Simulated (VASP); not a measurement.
# Ge7H2 in VASP: a series of runs

The runs below take Ge7H2 through single point, with LDA.

Program: VASP 6.6.1. These are calculated values, not measurements. Logs are shortened: lines on timing, memory, paths and dates and some standing lists are left out, and cuts for length are marked.

## Step 1: The cell of the first run

The cell holds a slab with vacuum, 18 atoms: a = 3.975 Å, b = 7.950 Å, c = 22.189 Å, α = 90.00°, β = 90.00°, γ = 90.00°.

## Step 2: Single point, LDA

INCAR reads:

```
SYSTEM = Ge7H2
  PREC = Accurate
  ENCUT = 520
  EDIFF = 1E-6
  ISMEAR = 0
  SIGMA = 0.05
  LREAL = Auto
  LASPH = .True.
  NELM = 80
  ALGO = Normal
  ISIF = 2
  LWAVE = .False.
  LCHARG = .True.
  LDIPOL = .True.
  IDIPOL = 3
  DIPOL = 0.5 0.5 0.356
  GGA = CA
  LELF = .True.
  LVHAR = .True.
  LVACPOTAV = .True.
  NBANDS = 115
```

KPOINTS reads:

```
Automatic mesh
0
Gamma
  6 3 1
  0 0 0
```

POSCAR reads:

```
Ge7H2
1.0
    3.9752292141      0.0000000000      0.0000000000
    0.0000000000      7.9504584281      0.0000000000
    0.0000000000      0.0000000000     22.1891745247
Ge H
14 4
Direct
    0.0000000000      0.2500000000      0.2211186323
    0.0000000000      0.7500000000      0.2211186323
    0.0000000000      0.5000000000      0.2844583372
    0.0000000000      0.0000000000      0.2844583372
    0.5000000000      0.5000000000      0.3477980422
    0.5000000000      0.0000000000      0.3477980422
    0.5000000000      0.7501231378      0.4106560754
    0.5000000000      0.2499317954      0.4070549963
    0.0000000000      0.7501942858      0.4733380371
    0.0000000000      0.2496592133      0.4667109497
    0.0000000000      0.0032690346      0.5324658985
    0.0000000000      0.4965200702      0.5320379988
    0.5000000000      0.0986340402      0.5797925820
    0.5000000000      0.4031070744      0.5797925820
   -0.3085651772      0.2500000000      0.1796750369
    0.3085651772      0.2500000000      0.1796750369
    0.3079205199      0.7500000000      0.1794214520
   -0.3079205199      0.7500000000      0.1794214520
```

Potentials or basis: VASP PAW LDA potentials, release 64 (Ge_d, H).

Started as:

```
$ cat potpaw_LDA.64/Ge_d/POTCAR potpaw_LDA.64/H/POTCAR > POTCAR
$ mpirun -np 1 vasp_std > vasp.out
```

OUTCAR:

```text
SYSTEM = Ge7H2
   PREC = Accurate
   ENCUT = 520
   EDIFF = 1E-6
   ISMEAR = 0
   LREAL = Auto
   LASPH = .True.
   NELM = 80
   ISIF = 2
   GGA = CA

 ion  position               nearest neighbor table
   1  0.000  0.250  0.221-  15 1.53  16 1.53   3 2.43   4 2.43
   2  0.000  0.750  0.221-  17 1.53  18 1.53   3 2.43   4 2.43
   3  0.000  0.500  0.284-   1 2.43   2 2.43   5 2.43   5 2.43
   4  0.000  0.000  0.284-   1 2.43   2 2.43   6 2.43   6 2.43
   5  0.500  0.500  0.348-   8 2.38   7 2.43   3 2.43   3 2.43
   6  0.500  0.000  0.348-   8 2.38   7 2.43   4 2.43   4 2.43
   7  0.500  0.750  0.411-   9 2.43   9 2.43   6 2.43   5 2.43
   8  0.500  0.250  0.407-   6 2.38   5 2.38  10 2.39  10 2.39
   9  0.000  0.750  0.473-  12 2.40  11 2.40   7 2.43   7 2.43
  10  0.000  0.250  0.467-   8 2.39   8 2.39  12 2.44  11 2.44
  11  0.000  0.003  0.532-  13 2.37  13 2.37   9 2.40  10 2.44
  12  0.000  0.497  0.532-  14 2.37  14 2.37   9 2.40  10 2.44
  13  0.500  0.099  0.580-  11 2.37  11 2.37  14 2.42
  14  0.500  0.403  0.580-  12 2.37  12 2.37  13 2.42
  15  0.691  0.250  0.180-   1 1.53
  16  0.309  0.250  0.180-   1 1.53
  17  0.308  0.750  0.179-   2 1.53
  18  0.692  0.750  0.179-   2 1.53

  LATTYP: Found a simple orthorhombic cell.
 ALAT       =     3.9752292141
 B/A-ratio  =     2.0000000000
 C/A-ratio  =     5.5818603984

  Lattice vectors:

 A1 = (   3.9752292141,   0.0000000000,   0.0000000000)
 A2 = (   0.0000000000,   7.9504584281,   0.0000000000)
 A3 = (   0.0000000000,   0.0000000000,  22.1891745247)

Analysis of symmetry for initial positions (statically):
=====================================================================
 Subroutine PRICEL returns:
 Original cell was already a primitive cell.

 Routine SETGRP: Setting up the symmetry group for a
 simple orthorhombic supercell.

 Subroutine GETGRP returns: Found  2 space group operations
 (whereof  2 operations were pure point group operations)
 out of a pool of  8 trial point group operations.

The static configuration has the point symmetry C_1h.

Analysis of symmetry for dynamics (positions and initial velocities):
=====================================================================
 Subroutine PRICEL returns:
 Original cell was already a primitive cell.

 Routine SETGRP: Setting up the symmetry group for a
 simple orthorhombic supercell.

 Subroutine GETGRP returns: Found  2 space group operations
 (whereof  2 operations were pure point group operations)
 out of a pool of  8 trial point group operations.

The dynamic configuration has the point symmetry C_1h.
[... 126 lines left out ...]
   NUPDOWN=      -1.0000    fix difference up-down
   EMIN   =  10.00;   EMAX   =-10.00  energy-range for DOS
   EFERMI =   0.00;   METHOD = LEGACY
   ISMEAR =     0;   SIGMA  =   0.05  broadening in eV -4-tet -1-fermi 0-gaus
   EFERMI_NEDOS =   21; number of points for ismear=-14 and -15
   IALGO  =     38    algorithm
   IMIX   =      4    mixing-type and parameters
     AMIX     =   0.40;   BMIX     =  1.00
     AMIX_MAG =   1.60;   BMIX_MAG =  1.00
  volume/ion in A,a.u.               =      38.96       262.92
  Fermi-wavevector in a.u.,A,eV,Ry     =   1.077589  2.036347 15.799048  1.161197
  Thomas-Fermi vector in A             =   2.213504
   LORBIT       =      0    0 simple, 1 ext, 2 COOP (PROOUT), +10 PAW based schemes
   GGA     = CA    functional components
   LHFCALC =     F    Hartree Fock is set to
   AEXX    =    0.0000 exact exchange contribution
   IVDW    =     0    specifies the selected vdW correction
   LEPSILON=     F    determine dielectric tensor
   LRPA    =     F    only Hartree local field effects (RPA)
 non-spin polarized calculation
 Gauss-broadening in eV      SIGMA  =   0.05
  energy-cutoff  :      520.00
  volume of cell :      701.29
 maximum number of plane-waves:     18965
 NGX is ok and might be reduce to    30
   NGX = 15   NGY = 29   NGZ = 83

 dipolmoment           0.000000      0.000000     -0.000469 electrons x Angstroem

 number of electron     199.9999989 magnetization

 dipolmoment           0.000000      0.000000      0.046093 electrons x Angstroem

 Free energy of the ion-electron system (eV)
  ---------------------------------------------------
  ext. energy  EPLUGINS =         0.00000000
  ---------------------------------------------------
  free energy    TOTEN  =       -82.59055953 eV

  energy without entropy =      -82.58586808  energy(sigma->0) =      -82.58821381

 E-fermi :  -0.2780     XC(G=0):  -5.4161

 val. band max:       -0.2810626728   @ k =   0.0000   0.0000   0.0000
 cond. band min:      -0.2359275516   @ k =   0.3333   0.3333   0.0000
 fundamental gap:      0.0451351212
 Fermi energy:        -0.2779837229

 k-point     1 :       0.0000    0.0000    0.0000
  band No.  band energies     occupation
      1     -25.4402      2.00000
      2     -25.4229      2.00000
      3     -25.4205      2.00000
      4     -25.3575      2.00000
      5     -25.3465      2.00000
      6     -25.2999      2.00000
[... 909 lines left out ...]
    111       3.2642      0.00000
    112       3.5927      0.00000
 [bands above 112 left out]

------------------------ aborting loop because EDIFF is reached ----------------------------------------

  FORCE on cell =-STRESS in cart. coord.  units (eV):
  Direction    XX          YY          ZZ          XY          YZ          ZX
  --------------------------------------------------------------------------------------
  -------------------------------------------------------------------------------------
  Total        8.6169487      1.0077452      3.3480051      0.0000000     -0.0019476      0.0000000
  in kB       19.6865038      2.3023207      7.6489390      0.0000000     -0.0044495      0.0000000
  external PRESSURE =       9.8792545 kB  Pullay stress =       0.0000000 kB

 VOLUME and BASIS-vectors are now :
 -----------------------------------------------------------------------------
  energy-cutoff  :      520.00
  volume of cell :      701.29
      direct lattice vectors                 reciprocal lattice vectors
     3.975229214  0.000000000  0.000000000     0.251557821  0.000000000  0.000000000
     0.000000000  7.950458428  0.000000000     0.000000000  0.125778911  0.000000000
     0.000000000  0.000000000 22.189174525     0.000000000  0.000000000  0.045067021

 POSITION                                       TOTAL-FORCE (eV/Angst)
 -----------------------------------------------------------------------------------
      0.00000      1.98761      4.90644         0.000000     -0.001084      0.355140
      0.00000      5.96284      4.90644         0.000000      0.001091      0.232025
      0.00000      3.97523      6.31190         0.000000      0.170063     -0.253670
      0.00000      0.00000      6.31190         0.000000     -0.170154     -0.253836
      1.98761      3.97523      7.71735         0.000000      0.117099     -0.437132
      1.98761      0.00000      7.71735         0.000000     -0.114633     -0.450270
[... 10 lines left out ...]
      1.22405      5.96284      3.98121         0.006719     -0.000385     -0.008936
      2.75117      5.96284      3.98121        -0.006719     -0.000385     -0.008936
 -----------------------------------------------------------------------------------
    total drift:                                0.000000      0.000080      0.001873

  FREE ENERGIE OF THE ION-ELECTRON SYSTEM (eV)
  ---------------------------------------------------
  free  energy   TOTEN  =       -82.5905595294 eV

  energy  without entropy=      -82.5858680846  energy(sigma->0) =      -82.58821381

 vacuum level on the upper side and lower side of the slab         4.371         4.108
```

OSZICAR:

```text
N       E                     dE             d eps       ncg     rms          rms(c)
DAV:   1     0.260870547750E+04    0.26087E+04   -0.98547E+04  2324   0.347E+03
DAV:   2     0.457256488121E+03   -0.21514E+04   -0.20973E+04  2152   0.945E+02
DAV:   3    -0.333701441156E+02   -0.49063E+03   -0.47744E+03  2341   0.258E+02
[... 19 lines left out ...]
DAV:  23    -0.825905464713E+02   -0.63576E-05   -0.98507E-07  1256   0.162E-02    0.103E-03
DAV:  24    -0.825905540878E+02   -0.76165E-05   -0.69745E-07  1280   0.730E-03    0.403E-04
DAV:  25    -0.825905573497E+02   -0.32620E-05   -0.31540E-07  1237   0.597E-03    0.464E-04
DAV:  26    -0.825905585412E+02   -0.11914E-05   -0.17661E-07  1240   0.414E-03    0.334E-04
DAV:  27    -0.825905595294E+02   -0.98827E-06   -0.12072E-07  1232   0.401E-03
   1 F= -.82590560E+02 E0= -.82588214E+02  d E =-.469144E-02
```

stdout:

```text
POSCAR found type information on POSCAR GeH
 POSCAR found :  2 types and      18 ions
 scaLAPACK will be used
 LDA part: xc-table for (Slater(with rela. corr.)+CA(PZ))
 , standard interpolation
 POSCAR, INCAR and KPOINTS ok, starting setup
 FFT: planning ... GRIDC
 FFT: planning ... GRID_SOFT
 FFT: planning ... GRID
 WAVECAR not read
 entering main loop
 -----------------------------------------------------------------------------
|                                                                             |
|           W    W    AA    RRRRR   N    N  II  N    N   GGGG   !!!           |
|           W    W   A  A   R    R  NN   N  II  NN   N  G    G  !!!           |
|           W    W  A    A  R    R  N N  N  II  N N  N  G       !!!           |
|           W WW W  AAAAAA  RRRRR   N  N N  II  N  N N  G  GGG   !            |
|           WW  WW  A    A  R   R   N   NN  II  N   NN  G    G                |
|           W    W  A    A  R    R  N    N  II  N    N   GGGG   !!!           |
|                                                                             |
|     Did not find any points to average over, which means that no vacuum     |
|     field-free region was found. Please increase the size of  your cell     |
|     in the dimension of the dipole correction to obtain accurate            |
|     workfunction values.                                                    |
|                                                                             |
 -----------------------------------------------------------------------------
```

It took 26 min on 1 thread of Intel Xeon Platinum 8259CL at 2.50GHz (Skylake/Cascade Lake), shared host; peak memory 0.68 GiB.

Results:

| Property | Result |
| --- | --- |
| Free energy | -82.5906 eV |
| Largest force | 0.465 eV/Å |
| Band gap on the k mesh | zero (band 100 reaches -0.04 eV, above the bottom of band 101 at -0.70 eV) |

Forces on the atoms (eV/Å):
```
Ge   0.000 -0.001  0.355
Ge   0.000  0.001  0.232
Ge   0.000  0.170 -0.254
Ge   0.000 -0.170 -0.254
Ge   0.000  0.117 -0.437
Ge   0.000 -0.115 -0.450
Ge   0.000 -0.004 -0.001
Ge   0.000  0.002  0.002
Ge   0.000  0.001  0.004
Ge   0.000 -0.005  0.006
Ge   0.000  0.002 -0.001
Ge   0.000  0.006  0.004
Ge   0.000 -0.010  0.404
Ge   0.000  0.006  0.427
H   -0.014  0.000 -0.010
H    0.014  0.000 -0.010
H    0.007  0.000 -0.009
H   -0.007  0.000 -0.009
```

Levels at points of the mesh, in eV from the Fermi level:
| k point | band 96 | band 97 | band 98 | band 99 | band 100 | band 101 | band 102 | band 103 | band 104 | band 105 |
| --- | --- | --- | --- | --- | --- | --- | --- | --- | --- | --- |
| (0.00, 0.00, 0.00) | -1.39 | -1.30 | -0.79 | -0.52 | -0.42 | 0.00 | 0.66 | 0.77 | 1.06 | 1.31 |
| (0.50, 0.00, 0.00) | -1.69 | -1.63 | -1.60 | -1.16 | -0.74 | -0.42 | 0.61 | 1.01 | 1.75 | 1.85 |

## Step 3: Single point, LDA

INCAR reads:

```
ALGO = Normal ; DIPOL = 0.5 0.5 0.353
EDIFF = 1E-6 ; ENCUT = 520
GGA = CA ; IDIPOL = 3
ISIF = 2 ; ISMEAR = 0
LASPH = True ; LCHARG = False
LDIPOL = True ; LREAL = Auto
LWAVE = False ; NBANDS = 115
NELM = 80 ; PREC = Accurate
SIGMA = 0.05
```

KPOINTS reads:

```
k-points
0
Gamma
  6 3 1
```

POSCAR reads:

```
Ge7H2
1.0
    3.9752292141      0.0000000000      0.0000000000
    0.0000000000      7.9504584281      0.0000000000
    0.0000000000      0.0000000000     22.1891745247
Ge H
14 4
Direct
    0.0000000000      0.2500000000      0.2211186323
    0.0000000000      0.7500000000      0.2211186323
    0.0000000000      0.5000000000      0.2844583372
    0.0000000000      0.0000000000      0.2844583372
    0.5000000000      0.5000000000      0.3477980422
    0.5000000000      0.0000000000      0.3477980422
    0.5000000000      0.7503803493      0.4083389922
    0.5000000000      0.2498041332      0.4048616169
    0.0000000000      0.7507425894      0.4688604152
    0.0000000000      0.2484540695      0.4626650052
    0.0000000000      0.0003517863      0.5274479466
    0.0000000000      0.4986843254      0.5258172490
    0.5000000000      0.1019617167      0.5695623682
    0.5000000000      0.4033682015      0.5695623682
   -0.3085651772      0.2500000000      0.1796750369
    0.3085651772      0.2500000000      0.1796750369
    0.3079205199      0.7500000000      0.1794214520
   -0.3079205199      0.7500000000      0.1794214520
```

Potentials or basis: VASP PAW LDA potentials, release 64 (Ge_d, H).

Started as:

```
$ cat potpaw_LDA.64/Ge_d/POTCAR potpaw_LDA.64/H/POTCAR > POTCAR
$ mpirun -np 1 vasp_std > vasp.out
```

Wall time 13 min (1 thread of Intel Xeon 6975P-C (Granite Rapids), shared host); peak memory 0.68 GiB.

Results (log left out):

| Quantity | Value |
| --- | --- |
| Free energy | -82.3021 eV |
| Largest force | 0.890 eV/Å |
| Band gap on the k mesh | zero (band 100 reaches 0.02 eV, above the bottom of band 101 at -0.61 eV) |

Forces in eV/Å, atoms in the order of the input:
```
Ge   0.000 -0.005  0.363
Ge   0.000  0.005  0.232
Ge   0.000  0.187 -0.301
Ge   0.000 -0.188 -0.302
Ge   0.000  0.133 -0.815
Ge   0.000 -0.123 -0.865
Ge   0.000 -0.010 -0.002
Ge   0.000  0.003  0.002
Ge   0.000  0.000  0.002
Ge   0.000 -0.006  0.002
Ge   0.000  0.001 -0.002
Ge   0.000  0.010  0.007
Ge   0.000 -0.006  0.822
Ge   0.000  0.000  0.890
H   -0.013  0.001 -0.008
H    0.013  0.001 -0.008
H    0.001 -0.002 -0.008
H   -0.001 -0.002 -0.008
```

Levels at points of the mesh, in eV from the Fermi level:
| k point | band 96 | band 97 | band 98 | band 99 | band 100 | band 101 | band 102 | band 103 | band 104 | band 105 |
| --- | --- | --- | --- | --- | --- | --- | --- | --- | --- | --- |
| (0.00, 0.00, 0.00) | -1.53 | -1.51 | -1.00 | -0.67 | -0.67 | 0.01 | 0.33 | 0.55 | 0.98 | 1.17 |
| (0.50, 0.00, 0.00) | -1.95 | -1.95 | -1.73 | -1.28 | -0.83 | -0.46 | 0.46 | 0.90 | 1.60 | 1.82 |

## Step 4: Single point, LDA

INCAR reads:

```
ALGO     = Normal         # electronic algorithm
DIPOL    = 0.5 0.5 0.363
EDIFF    = 1E-7           # SCF threshold, eV
ENCUT    = 520            # plane-wave cutoff, eV
IDIPOL   = 3            
ISIF     = 2              # what is computed and relaxed
ISMEAR   = 0              # smearing method
LASPH    = T              # aspherical terms in the spheres
LCHARG   = F              # write CHGCAR
LDIPOL   = T            
LREAL    = Auto         
LWAVE    = F              # write WAVECAR
NBANDS   = 115            # bands
NELM     = 100            # most SCF steps
PREC     = Accurate       # precision mode
SIGMA    = 0.05           # smearing width, eV
```

KPOINTS is that of step 3.

POSCAR reads:

```
Ge7H2
1.0
    3.9752292141      0.0000000000      0.0000000000
    0.0000000000      7.9504584281      0.0000000000
    0.0000000000      0.0000000000     22.1891745247
Ge H
14 4
Direct
    0.0000000000      0.2500000000      0.2211186323
    0.0000000000      0.7500000000      0.2211186323
    0.0000000000      0.5000000000      0.2844583372
    0.0000000000      0.0000000000      0.2844583372
    0.5000000000      0.5000000000      0.3477980422
    0.5000000000      0.0000000000      0.3477980422
    0.5000000000      0.7502342449      0.4159929705
    0.5000000000      0.2499320669      0.4123332183
    0.0000000000      0.7510887180      0.4859925712
    0.0000000000      0.2507789586      0.4767701753
    0.0000000000      0.0104107210      0.5479043501
    0.0000000000      0.4915084381      0.5474818130
    0.5000000000      0.0925036762      0.6094016150
    0.5000000000      0.4114185008      0.6094016150
   -0.3085651772      0.2500000000      0.1796750369
    0.3085651772      0.2500000000      0.1796750369
    0.3079205199      0.7500000000      0.1794214520
   -0.3079205199      0.7500000000      0.1794214520
```

Started as:

```
$ cat potpaw_LDA.64/Ge_d/POTCAR potpaw_LDA.64/H/POTCAR > POTCAR
$ mpirun -np 1 vasp_std > vasp.out
```

Wall time 19 min (1 thread of Intel Xeon 6975P-C (Granite Rapids), shared host); peak memory 0.67 GiB.

The run converged. Its results:

| Quantity | Value |
| --- | --- |
| Free energy | -82.4183 eV |
| Largest force | 0.568 eV/Å |
| Band gap on the k mesh | zero (band 100 reaches -0.31 eV, above the bottom of band 101 at -0.92 eV) |

Forces in eV/Å, atoms in the order of the input:
```
Ge   0.000 -0.001  0.323
Ge   0.000  0.001  0.270
Ge   0.000  0.087 -0.173
Ge   0.000 -0.085 -0.172
Ge   0.000  0.158  0.456
Ge   0.000 -0.152  0.442
Ge   0.000  0.000  0.007
Ge   0.000  0.003 -0.003
Ge   0.000  0.000 -0.005
Ge   0.000 -0.006  0.028
Ge   0.000 -0.018  0.004
Ge   0.000  0.013  0.016
Ge   0.000  0.023 -0.568
Ge   0.000 -0.024 -0.533
H   -0.022  0.000 -0.022
H    0.022  0.000 -0.022
H    0.036 -0.001 -0.024
H   -0.036 -0.001 -0.024
```

Levels at points of the mesh, in eV from the Fermi level:
```
           k point  band 98  band 99  band 100  band 101  band 102  band 103  band 104  band 105
(0.00, 0.00, 0.00)    -0.20    -0.17     -0.16     -0.07      1.07      1.36      1.42      1.56
(0.50, 0.00, 0.00)    -0.85    -0.75     -0.41     -0.37      0.83      1.15      1.81      1.94
```
